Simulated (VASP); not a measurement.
Wanted: the native input for a VASP 6.6.1 run.

| Quantity | Value |
| --- | --- |
| Task | single point |
| Functional | PBEsol |
| Potentials or basis | VASP PAW PBE potentials, release 64 (Ti_sv) |
| Cutoff | 520 eV |
| k mesh | 26 × 26 × 26 |
| Occupations | gaussian, width 0.15 eV |
| Spin | no spin polarisation |
| Dipole correction | no |
| Further INCAR settings | ALGO = Fast; EDIFF = 1e-06; NBANDS = 12 |

The structure of Ti lies in POSCAR:

```
Ti
1.0
    0.0000000000      1.9772231227      2.1293172091
    1.9772231227      0.0000000000      2.1293172091
    1.9772231227      1.9772231227      0.0000000000
Ti
1
Direct
    0.0000000000      0.0000000000      0.0000000000
```

This cell differs from its parent crystal: strain -0.025 along x and y, +0.050 along z.

The input as run:

INCAR

```
PREC = Accurate
ENCUT = 520
EDIFF = 1E-6
ISMEAR = 0
SIGMA = 0.15
LREAL = False
LASPH = True
NELM = 80
ALGO = Fast
ISIF = 2
LWAVE = False
LCHARG = False
GGA = PS
NBANDS = 12
```

KPOINTS

```
Automatic mesh
0
Gamma
  26 26 26
```

Potentials or basis: VASP PAW PBE potentials, release 64 (Ti_sv).

Run with:

```console
$ cat potpaw_PBE.64/Ti_sv/POTCAR > POTCAR
$ mpirun -np 1 vasp_std > vasp.out
```

Results of the run:

```yaml
Pressure: -0.1 GPa
Band_gap_on_the_k_mesh: zero (bands 6 and 7 overlap by 1.29 eV)
```

Caveat: the cell differs from its parent crystal (strain -0.025 along x and y, +0.050 along z); the PAW data sets were made with another functional, which shifts forces and pressure a little.

It took 3.5 min on 1 thread of Intel(R) Xeon(R) Platinum 8488C (Sapphire Rapids), on a shared host, peak memory 0.36 GiB.
